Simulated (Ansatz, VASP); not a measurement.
One calculation of Re, two programs

```
Re
1.0
     0.00000    1.94664    1.94664
     1.94664    0.00000    1.94664
     1.94664    1.94664    0.00000
Re
1
Direct
  0.00000 0.00000 0.00000
```

Alike in both runs: task single point; functional r2SCAN; k mesh 18 × 18 × 18; occupations gaussian, width 0.05 eV; no spin polarisation.

```csv
,VASP,Ansatz
version,VASP 6.6.1,Ansatz 0.2.0
potentials or method,"VASP PAW PBE potentials, release 64 (Re), cutoff 520 eV","scalar-relativistic, plane waves, PAW"
valence electrons in the cell,7,15
```

|  | VASP | Ansatz | Ansatz less VASP |
| --- | --- | --- | --- |
| gap on the k mesh at the Fermi level (eV) | none | none | - |
| pressure (GPa) | 0.0 | 0.0 | +0.04 |

VASP's potentials were made for PBE, not for r2SCAN. A gap of «none» marks a metal or a gap that the smearing closes. VASP's potentials hold 7 valence electrons a cell and Ansatz's 15, so a difference there can come from the potentials and not from the codes.

Neither program's run includes spin-orbit coupling.
